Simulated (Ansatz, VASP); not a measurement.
# Two plane-wave programs on SrCl2

INCAR

```
SYSTEM = SrCl2
PREC = Accurate
ENCUT = 520
EDIFF = 1E-6
ISMEAR = 0
SIGMA = 0.01
LREAL = .FALSE.
LASPH = .TRUE.
NELM = 80
ALGO = Normal
ISIF = 2
LWAVE = .FALSE.
LCHARG = .TRUE.
GGA = PE
LELF = .TRUE.
LVHAR = .TRUE.
NBANDS = 19
```

File KPOINTS:

```
Automatic mesh
0
G
  6 6 4
  0 0 0
```

POSCAR

```
SrCl2
1.0
    4.4072489055      0.0000000000      0.0000000000
   -2.2036244528      3.8167895130      0.0000000000
    0.0000000000      0.0000000000      5.5960650195
Sr Cl
1 2
Direct
    0.0000000000      0.0000000000      0.0000000000
    0.3333333333      0.6666666667      0.2486950203
    0.6666666667      0.3333333333      0.7513049797
```

Input for Ansatz:

```yaml
crystal:
  lattice:
    - [4.4072489055, 0.0, 0.0]
    - [-2.2036244528, 3.816789513, 0.0]
    - [0.0, 0.0, 5.5960650195]
  atoms:
    - { symbol: Sr, position: [0.0, 0.0, 0.0] }
    - { symbol: Cl, position: [0.3333333333, 0.6666666667, 0.2486950203] }
    - { symbol: Cl, position: [0.6666666667, 0.3333333333, 0.7513049797] }
kpoints:
  mp_grid: { grid: [6, 6, 4] }
hamiltonian:
  xc: pbe
scf:
  occupations: { method: fixed }
output:
  optics:
    e_range: [0, 20]
    de: 0.05
    sigma: 0.1
    bands: { spectra_wanted_up_to: 20 }
```

Alike in both runs: task single point; functional PBE; k mesh 6 × 6 × 4; no spin polarisation.

```csv
,VASP,Ansatz
version,VASP 6.6.1,Ansatz 0.2.0
potentials or method,"VASP PAW PBE potentials, release 64 (Sr_sv, Cl)","plane waves, PAW"
plane-wave cutoff (eV),520,420
occupations,"gaussian, width 0.01 eV",fixed
valence electrons in the cell,24,24
```

|  | VASP | Ansatz | Ansatz less VASP |
| --- | --- | --- | --- |
| gap on the k mesh at the Fermi level (eV) | 5.16 | 5.16 | +0.004 |
